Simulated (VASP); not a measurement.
# RbReSe2 (R-3m) in VASP: relaxation of the atoms with PBE

Aim: the relaxation of the atoms of RbReSe2 with PBE.

Everything below comes from runs of VASP 6.6.1. Logs are shortened: lines on timing, memory, paths and dates and some standing lists are left out, and cuts for length are marked.

## Step 1: The cell of the first run

Symmetry: R-3m, No. 166, trigonal system. The conventional cell has a = 4.075 Å, b = 4.075 Å, c = 23.080 Å, α = 90.00°, β = 90.00°, γ = 120.00°. Re (site symmetry -3m) has 6 Se at 2.78 Å within 3.7 Å. Within 3.7 Å of Se (site symmetry 3m) lie 3 Re at 2.78 Å and 3 Rb at 3.33 Å. Within 4.4 Å of Rb (site symmetry -3m) lie 6 Se at 3.33 Å and 6 Rb at 4.08 Å.

## Step 2: Relaxation of the atoms, PBE

INCAR reads:

```
SYSTEM = RbReSe2
  ALGO = Normal
  EDIFF = 1E-6
  EDIFFG = -0.03
  ENCUT = 520
  GGA = PE
  IBRION = 2
  ISIF = 2
  ISMEAR = -1
  LASPH = .TRUE.
  LCHARG = .FALSE.
  LREAL = .FALSE.
  LWAVE = .FALSE.
  NELM = 80
  NSW = 100
  PREC = Accurate
  SIGMA = 0.1
```

KPOINTS reads:

```
k-points
0
G
  7 7 7
  0 0 0
```

POSCAR reads:

```
RbReSe2
1.0
    4.0750850000      0.0000000000      0.0000000000
   -2.0375430000      3.5291290000      0.0000000000
    0.0000000000     -2.3527490000      7.6933380000
Re Se Rb
1 2 1
Direct
    0.5000000000      0.0000000000      0.5000000000
    0.2311000000      0.4622000000      0.6933000000
    0.7689000000      0.5378000000      0.3067000000
    0.0000000000      0.0000000000      0.0000000000
```

Potentials or basis: VASP PAW PBE potentials, release 64 (Re, Se, Rb_sv).

Started as:

```bash
$ cat potpaw_PBE.64/Re/POTCAR potpaw_PBE.64/Se/POTCAR potpaw_PBE.64/Rb_sv/POTCAR > POTCAR
$ mpirun -np 1 vasp_std > vasp.out
```

OUTCAR:

```text
SYSTEM = RbReSe2
   EDIFF = 1E-6
   EDIFFG = -0.03
   ENCUT = 520
   GGA = PE
   IBRION = 2
   ISIF = 2
   ISMEAR = -1
   LASPH = .TRUE.
   LREAL = .FALSE.
   NELM = 80
   NSW = 100
   PREC = Accurate

 ion  position               nearest neighbor table
   1  0.500  0.000  0.500-   2 2.78   3 2.78   2 2.78   3 2.78   2 2.78   3 2.78   4 4.51   4 4.51
                             4 4.51   4 4.51   4 4.51   4 4.51
   2  0.231  0.462  0.693-   1 2.78   1 2.78   1 2.78   4 3.33   4 3.33   4 3.33
   3  0.769  0.538  0.307-   1 2.78   1 2.78   1 2.78   4 3.33   4 3.33   4 3.33
   4  0.000  0.000  0.000-   2 3.33   3 3.33   3 3.33   2 3.33   2 3.33   3 3.33   1 4.51   1 4.51
                             1 4.51   1 4.51   1 4.51   1 4.51

  LATTYP: Found a trigonal (rhomboedric) cell.
 ALAT       =     8.0450544413
 COS(alpha) =     0.8717120544

  Lattice vectors:

 A1 = (  -2.0375430000,   1.1763800000,   7.6933380000)
 A2 = (   0.0000000000,  -2.3527490000,   7.6933380000)
 A3 = (   2.0375420000,   1.1763800000,   7.6933380000)

Analysis of symmetry for initial positions (statically):
=====================================================================
 Subroutine PRICEL returns:
 Original cell was already a primitive cell.

 Routine SETGRP: Setting up the symmetry group for a
 trigonal (rhombohedral) supercell.

 Subroutine GETGRP returns: Found 12 space group operations
 (whereof 12 operations were pure point group operations)
 out of a pool of 12 trial point group operations.

The static configuration has the point symmetry D_3d.

Analysis of symmetry for dynamics (positions and initial velocities):
=====================================================================
 Subroutine PRICEL returns:
 Original cell was already a primitive cell.

 Routine SETGRP: Setting up the symmetry group for a
 trigonal (rhombohedral) supercell.

 Subroutine GETGRP returns: Found 12 space group operations
 (whereof 12 operations were pure point group operations)
 out of a pool of 12 trial point group operations.

The dynamic configuration has the point symmetry D_3d.

 Subroutine INISYM returns: Found 12 space group operations
 (whereof 12 operations are pure point group operations),
 and found     1 'primitive' translations

----------------------------------------------------------------------------------------

                                     Primitive cell

  volume of cell :     110.6417

  direct lattice vectors                    reciprocal lattice vectors
     4.075085000  0.000000000  0.000000000     0.245393654  0.141678052  0.043327473
    -2.037543000  3.529129000  0.000000000     0.000000000  0.283356035  0.086654925
     0.000000000 -2.352749000  7.693338000     0.000000000  0.000000000  0.129982590

  length of vectors
     4.075085000  4.075086867  8.045052979     0.286649587  0.296310173  0.129982590

  position of ions in fractional coordinates (direct lattice)
     0.500000000  0.000000000  0.500000000
     0.231100000  0.462200000  0.693300000
     0.768900000  0.537800000  0.306700000
     0.000000000  0.000000000  0.000000000

  ion indices of the primitive-cell ions
   primitive index   ion index
                 1           1
                 2           2
                 3           3
                 4           4

----------------------------------------------------------------------------------------

 KPOINTS: k-points

Automatic generation of k-mesh.
 Grid dimensions read from file:
 generate k-points for:    7    7    7

 Generating k-lattice:

  Cartesian coordinates                     Fractional coordinates (reciprocal lattice)
     0.035056236  0.020239722  0.006189639     0.142857143 -0.000000000 -0.000000000
     0.000000000  0.040479434  0.012379275     0.000000000  0.142857143 -0.000000000
     0.000000000  0.000000000  0.018568941     0.000000000  0.000000000  0.142857143

  Length of vectors
     0.040949941  0.042330025  0.018568941

  Shift w.r.t. Gamma in fractional coordinates (k-lattice)
     0.000000000  0.000000000  0.000000000

 Subroutine IBZKPT returns following result:
 ===========================================

 Found     44 irreducible k-points:

 Following reciprocal coordinates:
            Coordinates               Weight
  0.000000  0.000000  0.000000      1.000000
  0.142857  0.000000  0.000000      6.000000
  0.285714  0.000000  0.000000      6.000000
  0.428571  0.000000  0.000000      6.000000
  0.000000  0.142857  0.000000      6.000000
  0.142857  0.142857  0.000000     12.000000
[... 16 lines left out ...]
  0.000000  0.142857  0.142857      6.000000
  0.142857  0.142857  0.142857     12.000000
 [... further k-points ...]
   k-points           NKPTS =     44   k-points in BZ     NKDIM =     44   number of bands    NBANDS=     18
   number of dos      NEDOS =    301   number of ions     NIONS =      4
   total plane-waves  NPLWV =  54000
   dimension x,y,z NGX =    30 NGY =   30 NGZ =   60
   dimension x,y,z NGXF=    60 NGYF=   60 NGZF=  120
   ions per type =               1   2   1
   NGX,Y,Z   is equivalent  to a cutoff of  12.24, 12.24, 12.40 a.u.
   NGXF,Y,Z  is equivalent  to a cutoff of  24.48, 24.48, 24.80 a.u.
 SYSTEM =  RbReSe2
   PREC   = accura    normal or accurate (medium, high low for compatibility)
   ISTART =      0    job   : 0-new  1-cont  2-samecut
   ICHARG =      2    charge: 1-file 2-atom 10-const
   ISPIN  =      1    spin polarized calculation?
   LNONCOLLINEAR =      F non collinear calculations
   LSORBIT =      F    spin-orbit coupling
   LASPH  =      T    aspherical Exc in radial PAW
   ENCUT  =  520.0 eV  38.22 Ry    6.18 a.u.   7.58  7.58 14.96*2*pi/ulx,y,z
   NELM   =     80;   NELMIN=  2; NELMDL= -5     # of ELM steps
   EDIFF  = 0.1E-05   stopping-criterion for ELM
   LREAL  =      F    real-space projection
   EDIFFG = -.3E-01   stopping-criterion for IOM
   NSW    =    100    number of steps for IOM
   IBRION =      2    ionic relax: 0-MD 1-quasi-New 2-CG
   NFREE  =      1    steps in history (QN), initial steepest desc. (CG)
   ISIF   =      2    stress and relaxation
   ISYM   =      2    0-nonsym 1-usesym 2-fastsym
   POTIM  = 0.5000    time-step for ionic-motion
   TEBEG  =    0.0;   TEEND  =   0.0 temperature during run
   PSTRESS=    0.0 pullay stress
   NELECT =      28.0000    total number of electrons
   NUPDOWN=      -1.0000    fix difference up-down
   EMIN   =  10.00;   EMAX   =-10.00  energy-range for DOS
   EFERMI =   0.00;   METHOD = LEGACY
   ISMEAR =    -1;   SIGMA  =   0.10  broadening in eV -4-tet -1-fermi 0-gaus
   EFERMI_NEDOS =   21; number of points for ismear=-14 and -15
   IALGO  =     38    algorithm
   IMIX   =      4    mixing-type and parameters
     AMIX     =   0.40;   BMIX     =  1.00
     AMIX_MAG =   1.60;   BMIX_MAG =  1.00
  volume/ion in A,a.u.               =      27.66       186.66
  Fermi-wavevector in a.u.,A,eV,Ry     =   1.035510  1.956831 14.589282  1.072282
  Thomas-Fermi vector in A             =   2.169857
   LORBIT       =      0    0 simple, 1 ext, 2 COOP (PROOUT), +10 PAW based schemes
   GGA     = PE    functional components
   LHFCALC =     F    Hartree Fock is set to
   AEXX    =    0.0000 exact exchange contribution
   IVDW    =     0    specifies the selected vdW correction
   LEPSILON=     F    determine dielectric tensor
   LRPA    =     F    only Hartree local field effects (RPA)
 conjugate gradient relaxation of ions
 non-spin polarized calculation
  energy-cutoff  :      520.00
  volume of cell :      110.64
 maximum number of plane-waves:      3002
   NGX = 15   NGY = 15   NGZ = 29

--------------------------------------- Ionic step        1  -------------------------------------------

 number of electron      28.0000001 magnetization

 Free energy of the ion-electron system (eV)
  ---------------------------------------------------
  ext. energy  EPLUGINS =         0.00000000
  ---------------------------------------------------
  free energy    TOTEN  =       -20.32248529 eV

  energy without entropy =      -20.09833978  energy(sigma->0) =      -20.21041254

------------------------ aborting loop because EDIFF is reached ----------------------------------------

  FORCE on cell =-STRESS in cart. coord.  units (eV):
  Direction    XX          YY          ZZ          XY          YZ          ZX
  --------------------------------------------------------------------------------------
  -------------------------------------------------------------------------------------
  Total       -6.0562167     -6.0562231     -5.9297700      0.0000009     -0.0000028      0.0000003
  in kB      -87.6986621    -87.6987549    -85.8676172      0.0000124     -0.0000409      0.0000037
  external PRESSURE =     -87.0883447 kB  Pullay stress =       0.0000000 kB

 VOLUME and BASIS-vectors are now :
 -----------------------------------------------------------------------------
  energy-cutoff  :      520.00
  volume of cell :      110.64
      direct lattice vectors                 reciprocal lattice vectors
     4.075085000  0.000000000  0.000000000     0.245393654  0.141678052  0.043327473
    -2.037543000  3.529129000  0.000000000     0.000000000  0.283356035  0.086654925
     0.000000000 -2.352749000  7.693338000     0.000000000  0.000000000  0.129982590
[... 39 lines left out ...]
 POSITION                                       TOTAL-FORCE (eV/Angst)
 -----------------------------------------------------------------------------------
     -0.00000      2.35275      3.84667        -0.000000     -0.000000      0.000000
     -0.00000      0.00000      5.22599         0.000000     -0.000001     -1.529261
      2.03754      1.17638      2.46735        -0.000000      0.000001      1.529261
     -2.03754      3.52913      0.00000         0.000000      0.000000      0.000000
 -----------------------------------------------------------------------------------
    total drift:                               -0.000000      0.000000     -0.000000

  FREE ENERGIE OF THE ION-ELECTRON SYSTEM (eV)
  ---------------------------------------------------
  free  energy   TOTEN  =       -20.7298375675 eV

  energy  without entropy=      -20.5293961143  energy(sigma->0) =      -20.62961684

--------------------------------------- Ionic step        3  -------------------------------------------

 number of electron      28.0000000 magnetization

 Free energy of the ion-electron system (eV)
  ---------------------------------------------------
  ext. energy  EPLUGINS =         0.00000000
  ---------------------------------------------------
  free energy    TOTEN  =       -21.04389969 eV

  energy without entropy =      -20.90021227  energy(sigma->0) =      -20.97205598

 E-fermi :   3.2847     XC(G=0):  -9.0858

 val. band max:        3.2806569272   @ k =   0.0000   0.0000   0.0000
 cond. band min:       3.2987443787   @ k =   0.0000   0.0000   0.1429
 fundamental gap:      0.0180874515
 Fermi energy:         3.2846588736

 k-point     1 :       0.0000    0.0000    0.0000
  band No.  band energies     occupation
      1     -24.8159      2.00000
      2     -10.9578      2.00000
      3      -9.6773      2.00000
      4      -8.7356      2.00000
      5      -8.7356      2.00000
      6      -8.4360      2.00000
[... 10 lines left out ...]
     17       6.3686      0.00000
     18       6.3686      0.00000
[... 463 lines left out ...]
 k-point    24 :       0.1429    0.1429    0.1429
  band No.  band energies     occupation
      1     -24.7940      2.00000
      2     -10.5725      2.00000
      3      -9.5712      2.00000
      4      -8.9271      2.00000
      5      -8.8112      2.00000
      6      -8.6667      2.00000
[... 10 lines left out ...]
     17       5.6283      0.00000
     18       6.1653      0.00000

 [... further k-points ...]

------------------------ aborting loop because EDIFF is reached ----------------------------------------

  FORCE on cell =-STRESS in cart. coord.  units (eV):
  Direction    XX          YY          ZZ          XY          YZ          ZX
  --------------------------------------------------------------------------------------
  -------------------------------------------------------------------------------------
  Total       -3.4267424     -3.4267460     -2.6160555      0.0000005     -0.0000012      0.0000001
  in kB      -49.6218582    -49.6219108    -37.8824898      0.0000070     -0.0000181      0.0000016
  external PRESSURE =     -45.7087529 kB  Pullay stress =       0.0000000 kB

 VOLUME and BASIS-vectors are now :
 -----------------------------------------------------------------------------
  energy-cutoff  :      520.00
  volume of cell :      110.64
      direct lattice vectors                 reciprocal lattice vectors
     4.075085000  0.000000000  0.000000000     0.245393654  0.141678052  0.043327473
    -2.037543000  3.529129000  0.000000000     0.000000000  0.283356035  0.086654925
     0.000000000 -2.352749000  7.693338000     0.000000000  0.000000000  0.129982590

 POSITION                                       TOTAL-FORCE (eV/Angst)
 -----------------------------------------------------------------------------------
      2.03754     -1.17637      3.84667         0.000000      0.000000      0.000000
     -0.00000      0.00000      5.02816         0.000000     -0.000000     -0.020037
      2.03754      1.17638      2.66518        -0.000000      0.000000      0.020037
      0.00000      0.00000      0.00000         0.000000     -0.000000      0.000000
 -----------------------------------------------------------------------------------
    total drift:                                0.000000     -0.000000      0.000000

  FREE ENERGIE OF THE ION-ELECTRON SYSTEM (eV)
  ---------------------------------------------------
  free  energy   TOTEN  =       -21.0438996936 eV

  energy  without entropy=      -20.9002122723  energy(sigma->0) =      -20.97205598

 reached required accuracy - stopping structural energy minimisation
```

It took 7.4 min on 1 thread of Intel Xeon 8259CL, shared host; peak memory 0.3 GiB.

What came out:

| Quantity | Value |
| --- | --- |
| Free energy | -21.0439 eV |
| Energy gained by relaxing | 180.4 meV/atom |
| Ionic steps | 3 |
| Pressure after relaxing | -4.6 GPa |
| Largest force after relaxing | 0.020 eV/Å |
| Band gap on the k mesh | zero (band 14 reaches 3.47 eV, above the bottom of band 15 at 3.05 eV) |

Forces on the atoms (eV/Å):
```
Re   0.000  0.000  0.000
Se   0.000  0.000 -0.020
Se   0.000  0.000  0.020
Rb   0.000  0.000  0.000
```

Step by step:
```
step  energy change (eV)  largest force (eV/Å)  pressure (GPa)
   1              0.0000                2.2345           -8.71
   2             -0.4074                1.5293           -7.70
   3             -0.7214                0.0200           -4.57
```

Final structure:
```cif
data_structure
_symmetry_space_group_name_H-M 'P 1'
_symmetry_Int_Tables_number 1
_cell_length_a 4.0751
_cell_length_b 4.0751
_cell_length_c 8.0451
_cell_angle_alpha 104.671
_cell_angle_beta 90.000
_cell_angle_gamma 120.000
_cell_volume 110.64
loop_
_atom_site_label
_atom_site_type_symbol
_atom_site_fract_x
_atom_site_fract_y
_atom_site_fract_z
_atom_site_occupancy
Re1 Re 0.50000 0.00000 0.50000 1
Se1 Se 0.21786 0.43572 0.65357 1
Se2 Se 0.78214 0.56428 0.34643 1
Rb1 Rb 0.00000 0.00000 0.00000 1
```

Levels at points of the mesh, in eV from the Fermi level:
| k point | band 10 | band 11 | band 12 | band 13 | band 14 | band 15 | band 16 | band 17 | band 18 |
| --- | --- | --- | --- | --- | --- | --- | --- | --- | --- |
| (0.00, 0.00, 0.00) | -1.47 | -1.29 | -1.29 | -0.85 | -0.85 | 0.00 | 1.00 | 3.08 | 3.08 |

Caveat: spin-orbit coupling is left out, which moves the levels of the heavy elements.
